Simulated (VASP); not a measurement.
Set up this calculation in VASP 6.6.1, as the native input.

- Task: single point
- Functional: PBE
- Potentials or basis: VASP PAW PBE potentials, release 64 (Na_pv, Sb)
- Cutoff: 520 eV
- k mesh: 8 × 8 × 8
- Occupations: gaussian, width 0.1 eV
- Spin: no spin polarisation
- Dipole correction: no
- Further INCAR settings: ALGO = Normal; EDIFF = 1e-07; NBANDS = 26

The structure of NaSb2 lies in POSCAR:

```
NaSb2
1.0
   -3.8449628540      3.8449628540      2.8763683661
    3.8449628540     -3.8449628540      2.8763683661
    3.8449628540      3.8449628540     -2.8763683661
Na Sb
2 4
Direct
    0.2500000000      0.2500000000      0.0000000000
    0.7500000000      0.7500000000      0.0000000000
    0.6286452492      0.1286452492      0.7572904983
    0.1286452492      0.3713547508      0.5000000000
    0.3713547508      0.8713547508      0.2427095016
    0.8713547508      0.6286452492      0.5000000000
```

The input as run:

INCAR

```
SYSTEM = NaSb2
  PREC = Accurate
  ENCUT = 520
  EDIFF = 1E-7
  ISMEAR = 0
  SIGMA = 0.1
  LREAL = .FALSE.
  LASPH = .TRUE.
  NELM = 100
  ALGO = Normal
  ISIF = 2
  LWAVE = .FALSE.
  LCHARG = .TRUE.
  GGA = PE
  LELF = .TRUE.
  LVHAR = .TRUE.
  NBANDS = 26
```

KPOINTS

```
regular mesh
0
G
  8 8 8
  0 0 0
```

Potentials or basis: VASP PAW PBE potentials, release 64 (Na_pv, Sb).

The run is started by

```console
$ cat potpaw_PBE.64/Na_pv/POTCAR potpaw_PBE.64/Sb/POTCAR > POTCAR
$ mpirun -np 1 vasp_std > vasp.out
```

It gave:

| Item | Value |
| --- | --- |
| Pressure | 0.0 GPa |
| Largest force | 0.021 eV/Å |
| Band gap on the k mesh | zero (bands 17 and 18 overlap by 1.98 eV) |

Caveat: spin-orbit coupling is left out, which moves the levels of the heavy elements.

Wall time 3.4 min on 1 thread of Intel(R) Xeon(R) Platinum 8259CL CPU @ 2.50GHz (Skylake/Cascade Lake), on a shared host, peak memory 0.44 GiB.
